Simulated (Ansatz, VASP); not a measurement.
# Two plane-wave programs on Li3SeF

```
Li Se F
1.0
     5.61405    0.00000    0.00000
    -2.80703    4.86191    0.00000
     0.00000    0.00000    4.85583
Li Se F
6 2 2
Direct
  0.83982 0.67963 0.75000
  0.32037 0.16018 0.75000
  0.83982 0.16018 0.75000
  0.16018 0.32037 0.25000
  0.67963 0.83982 0.25000
  0.16018 0.83982 0.25000
  0.33333 0.66667 0.75000
  0.66667 0.33333 0.25000
  0.00000 0.00000 0.00000
  0.00000 0.00000 0.50000
```

Alike in both runs: functional PBE; k mesh 6 × 6 × 6; occupations gaussian, width 0.02 eV; no spin polarisation.

Ansatz relaxed the structure, and its values are those at the end. VASP's run is a single point on that final structure, the one shown.

```csv
,VASP,Ansatz
version,VASP 6.6.1,Ansatz 0.2.0
potentials or method,"VASP PAW PBE potentials, release 64 (Li_sv, Se, F), cutoff 520 eV","scalar-relativistic, plane waves, PAW"
valence electrons in the cell,44,64
```

|  | VASP | Ansatz | Ansatz less VASP |
| --- | --- | --- | --- |
| gap on the k mesh at the Fermi level (eV) | 3.02 | 3.01 | -0.012 |
| least direct gap on the mesh (eV) | 3.02 | 3.01 | -0.012 |
| rms of the force components (eV/Å) | 0.003 | 0.000 | -0.0033 |

VASP's potentials hold 44 valence electrons a cell and Ansatz's 64, so a difference there can come from the potentials and not from the codes.

Noted on VASP's run: the cutoff is short for stress, so the pressure is rough.
